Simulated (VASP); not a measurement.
# C (Fd-3m) in VASP: notebook, part 2 of 2

VASP 6.6.1. Earlier steps stand in the parts before.

## (6) Single point, BLYP+D3(BJ)

This run uses another cell than the first one, of 5.67 Å³/atom, 1.020 times its volume.

INCAR

```
  AGGAC = 1.0
  AGGAX = 1.0
  ALDAC = 0.0
  ALDAX = 1.0
  ALGO = Normal
  EDIFF = 1E-6
  ENCUT = 520
  GGA = B5
  ISIF = 2
  ISMEAR = -1
  IVDW = 12
  LASPH = T
  LCHARG = F
  LREAL = F
  LWAVE = F
  NBANDS = 11
  NELM = 100
  PREC = Accurate
  SIGMA = 0.05
  VDW_A1 = 0.4298
  VDW_A2 = 4.2359
  VDW_S6 = 1.0
  VDW_S8 = 2.6996
```

KPOINTS

```
k-points
0
Gamma
  13 13 13
```

POSCAR

```
C
1.0
    0.0000000000      1.7833700000      1.7833700000
    1.7833700000      0.0000000000      1.7833700000
    1.7833700000      1.7833700000      0.0000000000
C
2
Direct
    0.7500000000      0.7500000000      0.7500000000
    0.5000000000      0.5000000000      0.5000000000
```

Potentials or basis: VASP PAW PBE potentials, release 64 (C).

Launch:

```
$ cat potpaw_PBE.64/C/POTCAR > POTCAR
$ mpirun -np 1 vasp_std > vasp.out
```

OUTCAR:

```text
EDIFF = 1E-6
   ENCUT = 520
   GGA = B5
   ISIF = 2
   ISMEAR = -1
   IVDW = 12
   LASPH = T
   LREAL = F
   NELM = 100
   PREC = Accurate
 IVDW          = 12

 ion  position               nearest neighbor table
   1  0.750  0.750  0.750-   2 1.54   2 1.54   2 1.54   2 1.54
   2  0.500  0.500  0.500-   1 1.54   1 1.54   1 1.54   1 1.54

  LATTYP: Found a face centered cubic cell.
 ALAT       =     3.5667400000

  Lattice vectors:

 A1 = (   0.0000000000,   1.7833700000,   1.7833700000)
 A2 = (   1.7833700000,   0.0000000000,   1.7833700000)
 A3 = (   1.7833700000,   1.7833700000,   0.0000000000)

Analysis of symmetry for initial positions (statically):
=====================================================================
 Subroutine PRICEL returns:
 Original cell was already a primitive cell.

 Routine SETGRP: Setting up the symmetry group for a
 face centered cubic supercell.

 Subroutine GETGRP returns: Found 48 space group operations
 (whereof 24 operations were pure point group operations)
 out of a pool of 48 trial point group operations.

The static configuration has the point symmetry T_d .
 The point group associated with its full space group is O_h .

Analysis of symmetry for dynamics (positions and initial velocities):
=====================================================================
 Subroutine PRICEL returns:
 Original cell was already a primitive cell.

 Routine SETGRP: Setting up the symmetry group for a
 face centered cubic supercell.

 Subroutine GETGRP returns: Found 48 space group operations
 (whereof 24 operations were pure point group operations)
 out of a pool of 48 trial point group operations.

The dynamic configuration has the point symmetry T_d .
 The point group associated with its full space group is O_h .

 Subroutine INISYM returns: Found 48 space group operations
 (whereof 24 operations are pure point group operations),
 and found     1 'primitive' translations

----------------------------------------------------------------------------------------

                                     Primitive cell

  volume of cell :      11.3437

  direct lattice vectors                    reciprocal lattice vectors
     0.000000000  1.783370000  1.783370000    -0.280368067  0.280368067  0.280368067
     1.783370000  0.000000000  1.783370000     0.280368067 -0.280368067  0.280368067
     1.783370000  1.783370000  0.000000000     0.280368067  0.280368067 -0.280368067

  length of vectors
     2.522066041  2.522066041  2.522066041     0.485611737  0.485611737  0.485611737

  position of ions in fractional coordinates (direct lattice)
     0.750000000  0.750000000  0.750000000
     0.500000000  0.500000000  0.500000000

  ion indices of the primitive-cell ions
   primitive index   ion index
                 1           1
                 2           2

----------------------------------------------------------------------------------------

 KPOINTS: k-points

Automatic generation of k-mesh.
 Grid dimensions read from file:
 generate k-points for:   13   13   13

 Generating k-lattice:

  Cartesian coordinates                     Fractional coordinates (reciprocal lattice)
    -0.021566774  0.021566774  0.021566774     0.076923077  0.000000000  0.000000000
     0.021566774 -0.021566774  0.021566774     0.000000000  0.076923077  0.000000000
[... 41 lines left out ...]
   number of dos      NEDOS =    301   number of ions     NIONS =      2
   total plane-waves  NPLWV =   8000
   dimension x,y,z NGX =    20 NGY =   20 NGZ =   20
   dimension x,y,z NGXF=    40 NGYF=   40 NGZF=   40
   ions per type =               2
   NGX,Y,Z   is equivalent  to a cutoff of  13.18, 13.18, 13.18 a.u.
   NGXF,Y,Z  is equivalent  to a cutoff of  26.37, 26.37, 26.37 a.u.
 SYSTEM =  unknown system
   PREC   = accura    normal or accurate (medium, high low for compatibility)
   ISTART =      0    job   : 0-new  1-cont  2-samecut
   ICHARG =      2    charge: 1-file 2-atom 10-const
   ISPIN  =      1    spin polarized calculation?
   LNONCOLLINEAR =      F non collinear calculations
   LSORBIT =      F    spin-orbit coupling
   LASPH  =      T    aspherical Exc in radial PAW
   ENCUT  =  520.0 eV  38.22 Ry    6.18 a.u.   4.69  4.69  4.69*2*pi/ulx,y,z
   NELM   =    100;   NELMIN=  2; NELMDL= -5     # of ELM steps
   EDIFF  = 0.1E-05   stopping-criterion for ELM
   LREAL  =      F    real-space projection
   EDIFFG = 0.1E-04   stopping-criterion for IOM
   NSW    =      0    number of steps for IOM
   IBRION =     -1    ionic relax: 0-MD 1-quasi-New 2-CG
   NFREE  =      0    steps in history (QN), initial steepest desc. (CG)
   ISIF   =      2    stress and relaxation
   ISYM   =      2    0-nonsym 1-usesym 2-fastsym
   POTIM  = 0.5000    time-step for ionic-motion
   TEBEG  =    0.0;   TEEND  =   0.0 temperature during run
   PSTRESS=    0.0 pullay stress
   NELECT =       8.0000    total number of electrons
   NUPDOWN=      -1.0000    fix difference up-down
   EMIN   =  10.00;   EMAX   =-10.00  energy-range for DOS
   EFERMI =   0.00;   METHOD = LEGACY
   ISMEAR =    -1;   SIGMA  =   0.05  broadening in eV -4-tet -1-fermi 0-gaus
   EFERMI_NEDOS =   21; number of points for ismear=-14 and -15
   IALGO  =     38    algorithm
   IMIX   =      4    mixing-type and parameters
     AMIX     =   0.40;   BMIX     =  1.00
     AMIX_MAG =   1.60;   BMIX_MAG =  1.00
  volume/ion in A,a.u.               =       5.67        38.28
  Fermi-wavevector in a.u.,A,eV,Ry     =   1.457203  2.753714 28.891161  2.123440
  Thomas-Fermi vector in A             =   2.574032
   LORBIT       =      0    0 simple, 1 ext, 2 COOP (PROOUT), +10 PAW based schemes
   GGA     = B5    functional components
   LHFCALC =     F    Hartree Fock is set to
   AEXX    =    0.0000 exact exchange contribution
   IVDW    =    12    specifies the selected vdW correction
   LEPSILON=     F    determine dielectric tensor
   LRPA    =     F    only Hartree local field effects (RPA)
 non-spin polarized calculation
  energy-cutoff  :      520.00
  volume of cell :       11.34
 maximum number of plane-waves:       322
   NGX =  9   NGY =  9   NGZ =  9

 number of electron       7.9999999 magnetization

 Free energy of the ion-electron system (eV)
  ---------------------------------------------------
  ext. energy  EPLUGINS =         0.00000000
  ---------------------------------------------------
  free energy    TOTEN  =       -16.71814426 eV

  energy without entropy =      -16.71814426  energy(sigma->0) =      -16.71814426

 E-fermi :  10.8984     XC(G=0): -12.5449

 val. band max:       10.0139424736   @ k =   0.0000   0.0000   0.0000
 cond. band min:      14.4841372686   @ k =   0.3846   0.3846   0.0000
 fundamental gap:      4.4701947950
 Fermi energy:        10.8984392443

 k-point     1 :       0.0000    0.0000    0.0000
  band No.  band energies     occupation
      1     -11.1777      2.00000
      2      10.0139      2.00000
      3      10.0139      2.00000
      4      10.0139      2.00000
      5      15.7568      0.00000
      6      15.7568      0.00000
      7      15.7568      0.00000
      8      23.4526      0.00000
      9      29.8233      0.00000
     10      36.9382      0.00000
     11      36.9382      0.00000
[... 309 lines left out ...]
 k-point    24 :       0.4615    0.1538    0.0000
  band No.  band energies     occupation
      1      -6.2174      2.00000
      2      -1.0074      2.00000
      3       5.6819      2.00000
      4       6.1974      2.00000
      5      17.3545      0.00000
      6      20.7131      0.00000
      7      21.0236      0.00000
      8      24.1334      0.00000
      9      30.8848      0.00000
     10      33.4359      0.00000
     11      37.3986      0.00000

 [... further k-points ...]

------------------------ aborting loop because EDIFF is reached ----------------------------------------

 Edisp (eV)   -0.73787

 E8    (eV) :    -0.4398

  FORCE on cell =-STRESS in cart. coord.  units (eV):
  Direction    XX          YY          ZZ          XY          YZ          ZX
  --------------------------------------------------------------------------------------
  -------------------------------------------------------------------------------------
  Total       0.10614     0.10614     0.10614    -0.00000     0.00000     0.00000
  in kB      14.99086    14.99086    14.99086    -0.00000     0.00000     0.00000
  external pressure =       14.99 kB  Pullay stress =        0.00 kB

 VOLUME and BASIS-vectors are now :
 -----------------------------------------------------------------------------
  energy-cutoff  :      520.00
  volume of cell :       11.34
      direct lattice vectors                 reciprocal lattice vectors
     0.000000000  1.783370000  1.783370000    -0.280368067  0.280368067  0.280368067
     1.783370000  0.000000000  1.783370000     0.280368067 -0.280368067  0.280368067
     1.783370000  1.783370000  0.000000000     0.280368067  0.280368067 -0.280368067

 POSITION                                       TOTAL-FORCE (eV/Angst)
 -----------------------------------------------------------------------------------
      2.67505      2.67505      2.67505         0.000000      0.000000      0.000000
      1.78337      1.78337      1.78337        -0.000000     -0.000000     -0.000000
 -----------------------------------------------------------------------------------
    total drift:                                0.000000     -0.000000      0.000000

  FREE ENERGIE OF THE ION-ELECTRON SYSTEM (eV)
  ---------------------------------------------------
  free  energy   TOTEN  =       -17.4560187974 eV

  energy  without entropy=      -17.4560187974  energy(sigma->0) =      -17.45601880
```

OSZICAR:

```text
N       E                     dE             d eps       ncg     rms          rms(c)
DAV:   1     0.245579751427E+01    0.24558E+01   -0.47417E+03  1915   0.698E+02
DAV:   2    -0.170851290062E+02   -0.19541E+02   -0.19022E+02  2427   0.129E+02
DAV:   3    -0.174680317420E+02   -0.38290E+00   -0.38185E+00  2154   0.139E+01
DAV:   4    -0.174686985490E+02   -0.66681E-03   -0.66679E-03  1985   0.739E-01
DAV:   5    -0.174686993701E+02   -0.82111E-06   -0.82107E-06  2147   0.247E-02    0.566E+00
DAV:   6    -0.169111078725E+02    0.55759E+00   -0.31792E-01  1893   0.405E+00    0.333E+00
DAV:   7    -0.167162086695E+02    0.19490E+00   -0.42706E-01  1998   0.469E+00    0.760E-01
DAV:   8    -0.167181294765E+02   -0.19208E-02   -0.11156E-02  1926   0.818E-01    0.445E-02
DAV:   9    -0.167181360215E+02   -0.65451E-05   -0.69387E-05  2171   0.693E-02    0.308E-02
DAV:  10    -0.167181442487E+02   -0.82271E-05   -0.77411E-06  1946   0.246E-02    0.945E-03
DAV:  11    -0.167181442639E+02   -0.15263E-07   -0.25208E-07  1544   0.460E-03
   1 F= -.17456019E+02 E0= -.17456019E+02  d E =-.558624E-10
```

It took 5.8 s on 1 thread of Intel Xeon 6975P-C (Granite Rapids), shared host; peak memory 0.13 GiB.

What came out:

```
Free energy                : -17.4560 eV
Pressure                   : 1.5 GPa
Band gap on the k mesh     : 4.47 eV, indirect (least direct gap 5.74 eV)
Dispersion energy per atom : -0.369 eV
```

Levels at points of the mesh, in eV from the valence-band top:
| k point | band 1 | band 2 | band 3 | band 4 | band 5 | band 6 | band 7 | band 8 |
| --- | --- | --- | --- | --- | --- | --- | --- | --- |
| (0.00, 0.00, 0.00) | -21.19 | 0.00 | 0.00 | 0.00 | 5.74 | 5.74 | 5.74 | 13.44 |

Caveat: the PAW data sets were made with another functional, which shifts forces and pressure a little. A k mesh can miss the band edges.

## (7) Summary

| level | cell | gap on the mesh (eV) | pressure (GPa) |
| --- | --- | --- | --- |
| revPBE | a = 2.505 Å, angles 60.0°, 2 atoms | 4.18 | 16.4 |
| revPBE | a = 2.539 Å, angles 60.0°, 2 atoms | 4.09 | -1.6 |
| revPBE | a = 2.555 Å, angles 60.0°, 2 atoms | 4.05 | -9.4 |
| BLYP+D3(BJ) | a = 2.505 Å, angles 60.0°, 2 atoms | 4.52 | 10.5 |
| BLYP+D3(BJ) | a = 2.522 Å, angles 60.0°, 2 atoms | 4.47 | 1.5 |

Alike in all rows: task single point; potentials or basis VASP PAW PBE potentials, release 64 (C); no spin polarisation; k mesh 13 × 13 × 13; cutoff (eV) 520; smearing fermi-dirac 0.05 eV.

Caveats: the PAW data sets were made with another functional, which shifts forces and pressure a little.

Total energies depend on the potentials used, so only differences within one code and one set of settings carry meaning.
